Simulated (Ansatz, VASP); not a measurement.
## HfS2 in VASP and in Ansatz

```
Hf S
1.0
     3.52139    0.00000    0.00000
    -1.76069    3.04961    0.00000
     0.00000    0.00000    5.70201
Hf S
1 2
Direct
  0.00000 0.00000 0.00000
  0.33333 0.66667 0.25886
  0.66667 0.33333 0.74114
```

Change from the starting cell: hydrostatic strain -3.0%.

Alike in both runs: task single point; functional r2SCAN; k mesh 12 × 12 × 4; occupations fermi-dirac, width 0.02 eV; non-collinear spin, spin-orbit coupling.

```csv
,VASP,Ansatz
version,VASP 6.6.1,Ansatz 0.2.0
potentials or method,"VASP PAW PBE potentials, release 64 (Hf_pv, S)","plane waves, PAW"
plane-wave cutoff (eV),550,500
valence electrons in the cell,22,38
```

|  | VASP | Ansatz | Ansatz less VASP |
| --- | --- | --- | --- |
| pressure (GPa) | 5.7 | 6.3 | +0.59 |
| traceless stress, the component that is largest in VASP (GPa) | -2.77 | -2.80 | -0.034 |
| rms of the force components (eV/Å) | 0.059 | 0.026 | -0.0321 |

VASP's potentials were made for PBE, not for r2SCAN. Atom by atom the forces differ by 0.032 eV/Å (rms over components). VASP's potentials hold 22 valence electrons a cell and Ansatz's 38, so a difference there can come from the potentials and not from the codes.
